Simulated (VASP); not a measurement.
Input of a VASP 6.6.1 run:

INCAR

```
SYSTEM = Zr4Nb4CuNi7
ALGO = Normal
EDIFF = 1E-6
ENCUT = 520
GGA = PE
ISIF = 2
ISMEAR = -1
ISYM = 0
LASPH = .TRUE.
LCHARG = .FALSE.
LREAL = Auto
LWAVE = .FALSE.
NBANDS = 104
NELM = 60
PREC = Accurate
SIGMA = 0.1853
```

KPOINTS

```
Automatic mesh
0
Gamma
  1 1 1
  0.25 0.25 0.25
```

Contents of POSCAR:

```
Zr4Nb4CuNi7
1.0
    6.3887080000     -0.1527840000      0.0266330000
   -0.1527840000      6.3258630000      0.1331170000
    0.0266330000      0.1331170000      6.1681230000
Ni Nb Zr Cu
7 4 4 1
Direct
    0.0808358007      0.7328074627      0.5175131834
    0.0810076826      0.4293362225      0.3921929852
    0.1387363729      0.5750954075      0.0847520484
    0.2123448072      0.1345760290      0.6481844256
    0.5990140441      0.1271507726      0.6363829855
    0.5091735086      0.4776921350     -0.0276406229
    0.3536910933      0.4830889393      0.6629423237
    0.2979423051      0.8309497507      0.8470483427
    0.2272632183      0.1366539819      0.1289828900
    0.6515217077      0.1053450736      0.0393532688
    0.7294104392      0.7249708991      0.7202209911
    0.9507621454      0.4100599999      0.8239358059
    0.4937178209      0.8131248215      0.3414737476
    0.9117218498      0.8041982711      0.1112887423
    0.6379775251      0.4227885691      0.3720651159
    0.8939956802      0.0537855871      0.4611280347
```

Potentials or basis: VASP PAW PBE potentials, release 64 (Ni, Nb_sv, Zr_sv, Cu).

Launch:

```console
$ cat potpaw_PBE.64/Ni/POTCAR potpaw_PBE.64/Nb_sv/POTCAR potpaw_PBE.64/Zr_sv/POTCAR potpaw_PBE.64/Cu/POTCAR > POTCAR
$ mpirun -np 1 vasp_std > vasp.out
```

**Question.** Estimate the largest force.

**Answer.** 5.471 eV/Å.

**Question.** What does it give for the pressure?

**Answer.** 12.4 GPa.

Stress tensor (GPa, compression positive):
```
 9.54 -6.16  0.84
-6.16 16.41 -2.45
 0.84 -2.45 11.11
```

Caveat: the k points lie up to 1.02 Å⁻¹ apart. Spin polarisation is off, so any magnetic state and its effect on volume and gap are missing.
